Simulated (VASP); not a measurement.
# InSb (P4/mmm) in VASP: notebook

The runs below take InSb through single point, with LDA.

Program: VASP 6.6.1. These are calculated values, not measurements. Logs are shortened: lines on timing, memory, paths and dates and some standing lists are left out, and cuts for length are marked.

## 1. The cell of the first run

Symmetry: P4/mmm, No. 123, tetragonal system. Conventional cell: a = 2.838 Å, b = 2.838 Å, c = 5.692 Å, α = 90.00°, β = 90.00°, γ = 90.00°. In (site symmetry 4/mmm) has 4 In at 2.84 Å and 2 Sb at 2.85 Å within 3.7 Å. Within 3.7 Å of Sb (site symmetry 4/mmm) lie 4 Sb at 2.84 Å and 2 In at 2.85 Å.

## 2. Single point, LDA (22.93 Å³/atom)

INCAR

```
  PREC = Accurate
  ENCUT = 520
  EDIFF = 1E-7
  ISMEAR = 0
  SIGMA = 0.15
  LREAL = False
  LASPH = True
  NELM = 100
  ALGO = Normal
  ISIF = 2
  LWAVE = False
  LCHARG = True
  LELF = True
  LVHAR = True
  NBANDS = 16
```

KPOINTS

```
regular mesh
0
Gamma
  16 16 8
```

POSCAR

```
InSb
1.0
    2.8384338640      0.0000000000      0.0000000000
    0.0000000000      2.8384338640      0.0000000000
    0.0000000000      0.0000000000      5.6919037934
In Sb
1 1
Direct
    0.0000000000      0.0000000000      0.0000000000
    0.0000000000      0.0000000000      0.5000000000
```

Potentials or basis: VASP PAW LDA potentials, release 64 (In_d, Sb).

The run is started by

```sh
$ cat potpaw_LDA.64/In_d/POTCAR potpaw_LDA.64/Sb/POTCAR > POTCAR
$ mpirun -np 1 vasp_std > vasp.out
```

OUTCAR:

```text
PREC = Accurate
   ENCUT = 520
   EDIFF = 1E-7
   ISMEAR = 0
   LREAL = False
   LASPH = True
   NELM = 100
   ISIF = 2

 ion  position               nearest neighbor table
   1  0.000  0.000  0.000-   2 2.85   2 2.85
   2  0.000  0.000  0.500-   1 2.85   1 2.85

  LATTYP: Found a simple tetragonal cell.
 ALAT       =     2.8384338640
 C/A-ratio  =     2.0052973105

  Lattice vectors:

 A1 = (   2.8384338640,   0.0000000000,   0.0000000000)
 A2 = (   0.0000000000,   2.8384338640,   0.0000000000)
 A3 = (   0.0000000000,   0.0000000000,   5.6919037934)

Analysis of symmetry for initial positions (statically):
=====================================================================
 Subroutine PRICEL returns:
 Original cell was already a primitive cell.

 Routine SETGRP: Setting up the symmetry group for a
 simple tetragonal supercell.

 Subroutine GETGRP returns: Found 16 space group operations
 (whereof 16 operations were pure point group operations)
 out of a pool of 16 trial point group operations.

The static configuration has the point symmetry D_4h.

Analysis of symmetry for dynamics (positions and initial velocities):
=====================================================================
 Subroutine PRICEL returns:
 Original cell was already a primitive cell.

 Routine SETGRP: Setting up the symmetry group for a
 simple tetragonal supercell.

 Subroutine GETGRP returns: Found 16 space group operations
 (whereof 16 operations were pure point group operations)
 out of a pool of 16 trial point group operations.

The dynamic configuration has the point symmetry D_4h.

 Subroutine INISYM returns: Found 16 space group operations
 (whereof 16 operations are pure point group operations),
 and found     1 'primitive' translations

----------------------------------------------------------------------------------------

                                     Primitive cell

  volume of cell :      45.8580

  direct lattice vectors                    reciprocal lattice vectors
     2.838433864  0.000000000  0.000000000     0.352306958  0.000000000  0.000000000
     0.000000000  2.838433864  0.000000000     0.000000000  0.352306958  0.000000000
     0.000000000  0.000000000  5.691903793     0.000000000  0.000000000  0.175688142

  length of vectors
     2.838433864  2.838433864  5.691903793     0.352306958  0.352306958  0.175688142

[... 79 lines left out ...]
   NELM   =    100;   NELMIN=  2; NELMDL= -5     # of ELM steps
   EDIFF  = 0.1E-06   stopping-criterion for ELM
   LREAL  =      F    real-space projection
   EDIFFG = 0.1E-05   stopping-criterion for IOM
   NSW    =      0    number of steps for IOM
   IBRION =     -1    ionic relax: 0-MD 1-quasi-New 2-CG
   NFREE  =      0    steps in history (QN), initial steepest desc. (CG)
   ISIF   =      2    stress and relaxation
   ISYM   =      2    0-nonsym 1-usesym 2-fastsym
   POTIM  = 0.5000    time-step for ionic-motion
   TEBEG  =    0.0;   TEEND  =   0.0 temperature during run
   PSTRESS=    0.0 pullay stress
   NELECT =      18.0000    total number of electrons
   NUPDOWN=      -1.0000    fix difference up-down
   EMIN   =  10.00;   EMAX   =-10.00  energy-range for DOS
   EFERMI =   0.00;   METHOD = LEGACY
   ISMEAR =     0;   SIGMA  =   0.15  broadening in eV -4-tet -1-fermi 0-gaus
   EFERMI_NEDOS =   21; number of points for ismear=-14 and -15
   IALGO  =     38    algorithm
   IMIX   =      4    mixing-type and parameters
     AMIX     =   0.40;   BMIX     =  1.00
     AMIX_MAG =   1.60;   BMIX_MAG =  1.00
  volume/ion in A,a.u.               =      22.93       154.73
  Fermi-wavevector in a.u.,A,eV,Ry     =   1.198654  2.265128 19.548473  1.436772
  Thomas-Fermi vector in A             =   2.334538
   LORBIT       =      0    0 simple, 1 ext, 2 COOP (PROOUT), +10 PAW based schemes
   GGA     = CA    functional components
   LHFCALC =     F    Hartree Fock is set to
   AEXX    =    0.0000 exact exchange contribution
   IVDW    =     0    specifies the selected vdW correction
   LEPSILON=     F    determine dielectric tensor
   LRPA    =     F    only Hartree local field effects (RPA)
 non-spin polarized calculation
 Gauss-broadening in eV      SIGMA  =   0.15
  energy-cutoff  :      520.00
  volume of cell :       45.86
 maximum number of plane-waves:      1264
 NGX is ok and might be reduce to    24
   NGX = 11   NGY = 11   NGZ = 21

 number of electron      18.0000003 magnetization

 Free energy of the ion-electron system (eV)
  ---------------------------------------------------
  ext. energy  EPLUGINS =         0.00000000
  ---------------------------------------------------
  free energy    TOTEN  =        -7.61114064 eV

  energy without entropy =       -7.60233715  energy(sigma->0) =       -7.60673890

 E-fermi :   9.7037     XC(G=0): -11.0132

 val. band max:        9.6959340369   @ k =   0.0625   0.0000   0.5000
 cond. band min:       9.7093457474   @ k =   0.2500   0.0625   0.5000
 fundamental gap:      0.0134117105
 Fermi energy:         9.7036852384

 k-point     1 :       0.0000    0.0000    0.0000
  band No.  band energies     occupation
      1      -5.8099      2.00000
      2      -5.5793      2.00000
      3      -4.7967      2.00000
      4      -4.7967      2.00000
      5      -4.5970      2.00000
      6      -3.7118      2.00000
[... 433 lines left out ...]
      3      -5.0246      2.00000
      4      -4.8224      2.00000
      5      -4.7833      2.00000
      6       0.3607      2.00000
[... 8 lines left out ...]
     15      22.0177      0.00000
     16      22.0287      0.00000

 [... further k-points ...]

------------------------ aborting loop because EDIFF is reached ----------------------------------------

  FORCE on cell =-STRESS in cart. coord.  units (eV):
  Direction    XX          YY          ZZ          XY          YZ          ZX
  --------------------------------------------------------------------------------------
  -------------------------------------------------------------------------------------
  Total        4.3980857      4.3980857      4.2377540      0.0000000      0.0000000     -0.0000000
  in kB      153.6594086    153.6594086    148.0577753      0.0000000      0.0000000     -0.0000000
  external PRESSURE =     151.7921975 kB  Pullay stress =       0.0000000 kB

 VOLUME and BASIS-vectors are now :
 -----------------------------------------------------------------------------
  energy-cutoff  :      520.00
  volume of cell :       45.86
      direct lattice vectors                 reciprocal lattice vectors
     2.838433864  0.000000000  0.000000000     0.352306958  0.000000000  0.000000000
     0.000000000  2.838433864  0.000000000     0.000000000  0.352306958  0.000000000
     0.000000000  0.000000000  5.691903793     0.000000000  0.000000000  0.175688142

 POSITION                                       TOTAL-FORCE (eV/Angst)
 -----------------------------------------------------------------------------------
      0.00000      0.00000      0.00000         0.000000      0.000000      0.000000
      0.00000      0.00000      2.84595         0.000000      0.000000      0.000000
 -----------------------------------------------------------------------------------
    total drift:                                0.000000     -0.000000     -0.000000

  FREE ENERGIE OF THE ION-ELECTRON SYSTEM (eV)
  ---------------------------------------------------
  free  energy   TOTEN  =        -7.6111406405 eV

  energy  without entropy=       -7.6023371503  energy(sigma->0) =       -7.60673890
```

Run time: 76 s. Hardware: 1 thread of Intel Xeon Platinum 8375C at 2.90GHz (Ice Lake), shared host; peak memory 0.28 GiB.

Results:

| Property | Result |
| --- | --- |
| Free energy | -7.6111 eV |
| Pressure | 15.2 GPa |
| Band gap on the k mesh | zero (bands 9 and 10 overlap by 7.39 eV) |

Levels at points of the mesh, in eV from the Fermi level:
```
           k point  band 5  band 6  band 7  band 8  band 9  band 10  band 11  band 12  band 13  band 14
(0.00, 0.00, 0.00)  -14.30  -13.42   -7.71   -6.13    5.04     5.04     6.13     8.19     9.19    10.58
(0.50, 0.00, 0.00)  -14.46   -9.62   -6.66   -3.12   -2.97    -2.31     2.54     8.21     9.68    11.60
(0.50, 0.50, 0.00)  -13.97   -5.50   -3.83   -3.83   -0.19     0.98     0.98     2.15     2.53     6.02
(0.00, 0.00, 0.50)  -14.30  -13.26   -9.81   -0.96   -0.09     5.37     5.37     8.19     9.24     9.24
(0.50, 0.00, 0.50)  -14.46   -9.63   -6.25   -5.45   -3.45     2.66     3.60     5.79     6.94     8.55
(0.50, 0.50, 0.50)  -13.97   -5.57   -3.50   -3.50   -1.29    -0.05    -0.05     2.38     4.64     7.23
```

Caveat: the cell stands under pressure; spin-orbit coupling is left out, which moves the levels of the heavy elements.

## 3. Single point, LDA (22.93 Å³/atom)

INCAR

```
SYSTEM = InSb
PREC = Accurate ; ENCUT = 520
EDIFF = 1E-7 ; ISMEAR = 0
SIGMA = 0.15 ; LREAL = .FALSE.
LASPH = .TRUE. ; NELM = 80
ALGO = Normal ; ISIF = 2
LWAVE = .FALSE. ; LCHARG = .FALSE.
GGA = CA ; NBANDS = 16
```

KPOINTS

```
Automatic mesh
0
G
  16 16 8
  0 0 0
```

POSCAR

```
InSb
1.0
    2.9548481467      0.0000000000      0.0000000000
    0.0000000000      2.9548481467      0.0000000000
    0.0000000000      0.0000000000      5.2522425807
In Sb
1 1
Direct
    0.0000000000      0.0000000000      0.0000000000
    0.0000000000      0.0000000000      0.5000000000
```

Potentials or basis: VASP PAW LDA potentials, release 64 (In_d, Sb).

The run is started by

```sh
$ cat potpaw_LDA.64/In_d/POTCAR potpaw_LDA.64/Sb/POTCAR > POTCAR
$ mpirun -np 1 vasp_std > vasp.out
```

Wall time 62 s (1 thread of Intel Xeon Platinum 8375C at 2.90GHz (Ice Lake), shared host); peak memory 0.28 GiB.

The run converged. Its results:

| Property | Result |
| --- | --- |
| Free energy | -7.2940 eV |
| Pressure | 17.4 GPa |
| Band gap on the k mesh | zero (bands 9 and 10 overlap by 5.80 eV) |

Stress tensor (GPa, compression positive):
```
 7.55  0.00  0.00
 0.00  7.55  0.00
 0.00  0.00 37.22
```

Levels at points of the mesh, in eV from the Fermi level:
```csv
k point,band 5,band 6,band 7,band 8,band 9,band 10,band 11,band 12,band 13,band 14
"(0.00, 0.00, 0.00)",-14.48,-13.12,-6.54,-6.06,3.81,3.81,7.45,8.78,9.11,10.03
"(0.50, 0.00, 0.00)",-14.68,-9.92,-6.49,-3.62,-2.48,-1.47,2.88,6.35,11.00,11.25
"(0.50, 0.50, 0.00)",-14.23,-6.55,-4.04,-4.04,-1.28,1.33,1.33,1.95,2.32,5.92
"(0.00, 0.00, 0.50)",-14.48,-12.91,-9.83,0.98,1.55,4.44,4.44,7.50,7.93,7.93
"(0.50, 0.00, 0.50)",-14.69,-9.93,-6.16,-5.74,-3.37,4.19,4.75,7.00,7.16,8.20
"(0.50, 0.50, 0.50)",-14.23,-6.68,-3.39,-3.39,-2.63,-0.43,-0.43,2.38,4.28,8.29
```

Caveat: the cell stands under pressure; spin-orbit coupling is left out, which moves the levels of the heavy elements.
